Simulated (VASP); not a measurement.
HfO2: single point with PBEsol

The system is HfO2.

```
Hf O
1.0
     5.06725   -0.00002   -0.00002
    -0.00002    5.06725   -0.00002
    -0.00002   -0.00002    5.06725
Hf O
4 8
Direct
  0.98677 0.98677 0.98677
  0.98675 0.48674 0.48678
  0.48678 0.98675 0.48674
  0.48674 0.48678 0.98675
  0.26365 0.26365 0.26365
  0.21642 0.21640 0.75709
  0.21640 0.75709 0.21642
  0.26367 0.70982 0.70984
  0.75709 0.21642 0.21640
  0.70984 0.26367 0.70982
  0.70982 0.70984 0.26367
  0.75710 0.75710 0.75710
```

```
Program                : VASP 6.6.1
Task                   : single point
Functional             : PBEsol
Potentials or basis    : VASP PAW PBE potentials, release 64 (Hf_pv, O)
Cutoff                 : 520 eV
k mesh                 : 4 × 4 × 4
Occupations            : gaussian, width 0.01 eV
Spin                   : no spin polarisation
Dipole correction      : no
Further INCAR settings : ALGO = Normal; EDIFF = 1e-07; NBANDS = 56
```

```
Pressure               : -3.4 GPa
Largest force          : 0.016 eV/Å
Band gap on the k mesh : 4.32 eV (least direct gap 4.37 eV)
```

Forces in eV/Å, atoms in the order of the input:
```
Hf   0.000  0.000  0.000
Hf   0.000  0.000 -0.001
Hf  -0.001  0.000  0.000
Hf   0.000 -0.001  0.000
O    0.009  0.009  0.009
O   -0.004 -0.004  0.004
O   -0.004  0.004 -0.004
O    0.009 -0.008 -0.009
O    0.004 -0.004 -0.004
O   -0.009  0.009 -0.008
O   -0.008 -0.009  0.009
O    0.004  0.004  0.004
```

Levels at points of the mesh, in eV from the valence-band top:
```csv
k point,band 40,band 41,band 42,band 43,band 44,band 45,band 46,band 47,band 48,band 49
"(0.00, 0.00, 0.00)",-0.16,-0.16,-0.04,-0.04,-0.04,4.32,4.32,5.21,5.21,5.47
"(0.50, 0.00, 0.00)",-0.28,-0.02,-0.02,0.00,0.00,5.01,5.10,5.43,5.64,5.68
"(0.50, 0.50, 0.00)",-1.40,-0.39,-0.33,-0.20,-0.20,4.81,4.81,5.28,5.44,5.70
"(0.50, 0.50, 0.50)",-1.22,-1.22,-1.04,-1.04,-1.04,5.09,5.09,5.09,5.28,5.28
```

It took 110 s on 1 thread of Intel(R) Xeon(R) Platinum 8259CL CPU @ 2.50GHz (Skylake/Cascade Lake), with other jobs on the host, peak memory 0.28 GiB.

Caveat: the cell stands under tension; the PAW data sets were made with another functional, which shifts forces and pressure a little; spin-orbit coupling is left out, which moves the levels of the heavy elements. A k mesh can miss the band edges.
